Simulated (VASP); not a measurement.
# O2Ti in VASP: single point with AM05

Aim: the single point of O2Ti with AM05.

Program: VASP 6.6.1. These are calculated values, not measurements. Logs are shortened: lines on timing, memory, paths and dates and some standing lists are left out, and cuts for length are marked.

### Step 1. The cell of the first run

The cell holds a molecule in a box, 3 atoms: a = 11.000 Å, b = 11.000 Å, c = 11.000 Å, α = 90.00°, β = 90.00°, γ = 90.00°.

### Step 2. Single point, AM05

Input file POSCAR:

```
TiO2
1.0
   11.0000000000      0.0000000000      0.0000000000
    0.0000000000     11.0000000000      0.0000000000
    0.0000000000      0.0000000000     11.0000000000
O Ti
2 1
Direct
    0.5910500000      0.5664909100      0.5585818200
    0.4113136400      0.4423454500      0.4476000000
    0.5195954500      0.4373272700      0.5483090900
```

Input file INCAR.step1:

```
SYSTEM = TiO2
ALGO = Normal
EDIFF = 1E-5
EFERMI = MIDGAP
ENCUT = 520
GGA = PE
GGA_COMPAT = .False.
ISIF = 0
ISMEAR = 0
LASPH = .True.
LCHARG = .True.
LREAL = .False.
LWAVE = .True.
NELM = 100
NELMDL = -8
PREC = Accurate
SIGMA = 0.03
```

Input file INCAR.step2:

```
SYSTEM = TiO2
ALGO = All
EDIFF = 1E-6
EFERMI = MIDGAP
ENCUT = 520
GGA = AM
GGA_COMPAT = .False.
ISEARCH = 1
ISIF = 0
ISMEAR = 0
ISTART = 1
LASPH = .True.
LCHARG = .False.
LREAL = .False.
LWAVE = .False.
NELM = 100
NELMDL = -8
PREC = Accurate
SIGMA = 0.03
```

Input file KPOINTS:

```
k-points
0
Gamma
  1 1 1
```

Potentials or basis: VASP PAW PBE potentials, release 64 (O, Ti_sv).

The run is started by

```sh
$ cat potpaw_PBE.64/O/POTCAR potpaw_PBE.64/Ti_sv/POTCAR > POTCAR
$ cp INCAR.step1 INCAR
$ mpirun -np 1 vasp_gam > vasp.out
$ cp INCAR.step2 INCAR
$ mpirun -np 1 vasp_gam > vasp.out
```

OUTCAR:

```text
SYSTEM = TiO2
   EDIFF = 1E-6
   EFERMI = MIDGAP
   ENCUT = 520
   GGA = AM
   ISIF = 0
   ISMEAR = 0
   ISTART = 1
   LASPH = .True.
   LREAL = .False.
   NELM = 100
   NELMDL = -8
   PREC = Accurate

 Found      1 irreducible k-points:

 Following reciprocal coordinates:
            Coordinates               Weight
  0.000000  0.000000  0.000000      1.000000
   k-points           NKPTS =      1   k-points in BZ     NKDIM =      1   number of bands    NBANDS=     16
   number of dos      NEDOS =    301   number of ions     NIONS =      3
   total plane-waves  NPLWV = 592704
   dimension x,y,z NGX =    84 NGY =   84 NGZ =   84
   dimension x,y,z NGXF=   168 NGYF=  168 NGZF=  168
   ions per type =               2   1
   NGX,Y,Z   is equivalent  to a cutoff of  12.70, 12.70, 12.70 a.u.
   NGXF,Y,Z  is equivalent  to a cutoff of  25.39, 25.39, 25.39 a.u.
 SYSTEM =  TiO2
   PREC   = accura    normal or accurate (medium, high low for compatibility)
   ISTART =      1    job   : 0-new  1-cont  2-samecut
   ICHARG =      0    charge: 1-file 2-atom 10-const
   ISPIN  =      1    spin polarized calculation?
   LNONCOLLINEAR =      F non collinear calculations
   LSORBIT =      F    spin-orbit coupling
   LASPH  =      T    aspherical Exc in radial PAW
   ENCUT  =  520.0 eV  38.22 Ry    6.18 a.u.  20.45 20.45 20.45*2*pi/ulx,y,z
   NELM   =    100;   NELMIN=  2; NELMDL= -8     # of ELM steps
   EDIFF  = 0.1E-05   stopping-criterion for ELM
   LREAL  =      F    real-space projection
   EDIFFG = 0.1E-04   stopping-criterion for IOM
   NSW    =      0    number of steps for IOM
   IBRION =     -1    ionic relax: 0-MD 1-quasi-New 2-CG
   NFREE  =      0    steps in history (QN), initial steepest desc. (CG)
   ISIF   =      0    stress and relaxation
   ISYM   =      2    0-nonsym 1-usesym 2-fastsym
   POTIM  = 0.5000    time-step for ionic-motion
   TEBEG  =    0.0;   TEEND  =   0.0 temperature during run

   SCALEE = 1.0000    scale energy and forces
   PSTRESS=    0.0 pullay stress
   NELECT =      24.0000    total number of electrons
   NUPDOWN=      -1.0000    fix difference up-down
   EMIN   =  10.00;   EMAX   =-10.00  energy-range for DOS
   EFERMI =   0.00;   METHOD = MIDGAP
   ISMEAR =     0;   SIGMA  =   0.03  broadening in eV -4-tet -1-fermi 0-gaus
   EFERMI_NEDOS =   21; number of points for ismear=-14 and -15
   IALGO  =     58    algorithm
   IMIX   =      4    mixing-type and parameters
     AMIX     =   0.40;   BMIX     =  1.00
     AMIX_MAG =   1.60;   BMIX_MAG =  1.00
  volume/ion in A,a.u.               =     443.67      2994.01
  Fermi-wavevector in a.u.,A,eV,Ry     =   0.429292  0.811244  2.507437  0.184291
  Thomas-Fermi vector in A             =   1.397109
   LORBIT       =      0    0 simple, 1 ext, 2 COOP (PROOUT), +10 PAW based schemes
   GGA     = AM    functional components
   LHFCALC =     F    Hartree Fock is set to
   AEXX    =    0.0000 exact exchange contribution
   IVDW    =     0    specifies the selected vdW correction
   LEPSILON=     F    determine dielectric tensor
   LRPA    =     F    only Hartree local field effects (RPA)

   CSHIFT  =0.1000    complex shift for real part using Kramers Kronig

   OMEGAMAX=  -1.0    maximum frequency
 non-spin polarized calculation
 Gauss-broadening in eV      SIGMA  =   0.03
  energy-cutoff  :      520.00
  volume of cell :     1331.00
 maximum number of plane-waves:     17913
 NGX is ok and might be reduce to    84
   NGX = 41   NGY = 41   NGZ = 41

 number of electron      24.0000002 magnetization

 Free energy of the ion-electron system (eV)
  ---------------------------------------------------
  ext. energy  EPLUGINS =         0.00000000
  ---------------------------------------------------
  free energy    TOTEN  =       -21.65527689 eV

  energy without entropy =      -21.65527689  energy(sigma->0) =      -21.65527689

 E-fermi :  -5.3167     XC(G=0):  -2.6694

 val. band max:       -5.4920596261   @ k =   0.0000   0.0000   0.0000
 cond. band min:      -4.9098187328   @ k =   0.0000   0.0000   0.0000
 fundamental gap:      0.5822408933
 Fermi energy:        -5.3166671366

 k-point     1 :       0.0000    0.0000    0.0000
  band No.  band energies     occupation
      1     -60.6639      2.00000
      2     -37.4970      2.00000
      3     -37.4735      2.00000
      4     -37.2609      2.00000
      5     -20.5410      2.00000
      6     -20.1184      2.00000
[... 8 lines left out ...]
     15      -2.5267      0.00000
     16      -2.4600      0.00000

------------------------ aborting loop because EDIFF is reached ----------------------------------------

 VOLUME and BASIS-vectors are now :
 -----------------------------------------------------------------------------
  energy-cutoff  :      520.00
  volume of cell :     1331.00
      direct lattice vectors                 reciprocal lattice vectors
    11.000000000  0.000000000  0.000000000     0.090909091  0.000000000  0.000000000
     0.000000000 11.000000000  0.000000000     0.000000000  0.090909091  0.000000000
     0.000000000  0.000000000 11.000000000     0.000000000  0.000000000  0.090909091

 POSITION                                       TOTAL-FORCE (eV/Angst)
 -----------------------------------------------------------------------------------
      6.50155      6.23140      6.14440         0.377272      0.968230     -0.060467
      4.52445      4.86580      4.92360        -0.704536      0.213178     -0.737740
      5.71555      4.81060      6.03140         0.327264     -1.181407      0.798207
 -----------------------------------------------------------------------------------
    total drift:                               -0.000003      0.003133     -0.000046

  FREE ENERGIE OF THE ION-ELECTRON SYSTEM (eV)
  ---------------------------------------------------
  free  energy   TOTEN  =       -21.6552768852 eV

  energy  without entropy=      -21.6552768852  energy(sigma->0) =      -21.65527689
```

Run time: 9.5 min. Hardware: 1 thread of AMD EPYC 9R14 (Zen 4), shared host; peak memory 0.93 GiB.

Results:

- Free energy: -21.6553 eV
- Largest force: 1.463 eV/Å
- Gap between the frontier levels: 0.58 eV

Forces on the atoms (eV/Å):
```
O    0.377  0.968 -0.060
O   -0.705  0.213 -0.738
Ti   0.327 -1.181  0.798
```

Levels at points of the mesh, in eV from the valence-band top:
| k point | band 10 | band 11 | band 12 | band 13 | band 14 | band 15 |
| --- | --- | --- | --- | --- | --- | --- |
| (0.00, 0.00, 0.00) | -1.40 | -1.01 | 0.00 | 0.58 | 2.49 | 2.97 |

Caveat: the PAW data sets were made with another functional, which shifts forces and pressure a little.
